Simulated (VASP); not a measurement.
Input of a VASP 6.6.1 run:

INCAR

```
ALGO = Normal
EDIFF = 1E-6
EDIFFG = -0.01
ENCUT = 600
GGA = PE
IBRION = 2
ISIF = 3
ISMEAR = 0
LASPH = True
LCHARG = False
LREAL = False
LWAVE = False
NELM = 100
NSW = 100
PREC = Accurate
SIGMA = 0.1
```

KPOINTS

```
k-points
0
Gamma
  24 24 22
```

POSCAR

```
Si
1.0
    2.6401985138      0.0000000000      0.0000000000
   -1.3200992569      2.2864789840      0.0000000000
    0.0000000000      0.0000000000      2.5257300715
Si
1
Direct
    0.0000000000      0.0000000000      0.0000000000
```

Potentials or basis: VASP PAW PBE potentials, release 64 (Si).

The run is started by

```bash
$ cat potpaw_PBE.64/Si/POTCAR > POTCAR
$ mpirun -np 1 vasp_std > vasp.out
```

Task: Estimate the relaxed cell.

Result: a = 2.647 Å, b = 2.647 Å, c = 2.487 Å, α = 90.00°, β = 90.00°, γ = 120.00°.

Task: Predict the space group after relaxing (to 0.1 Å).

Result: P6/mmm (No. 191).

Task: Predict the relaxed volume.

Result: 15.10 Å³/atom.

Final structure:
```cif
data_structure
_symmetry_space_group_name_H-M 'P 1'
_symmetry_Int_Tables_number 1
_cell_length_a 2.6474
_cell_length_b 2.6474
_cell_length_c 2.4872
_cell_angle_alpha 90.000
_cell_angle_beta 90.000
_cell_angle_gamma 120.000
_cell_volume 15.10
loop_
_atom_site_label
_atom_site_type_symbol
_atom_site_fract_x
_atom_site_fract_y
_atom_site_fract_z
_atom_site_occupancy
Si1 Si 0.00000 0.00000 0.00000 1
```
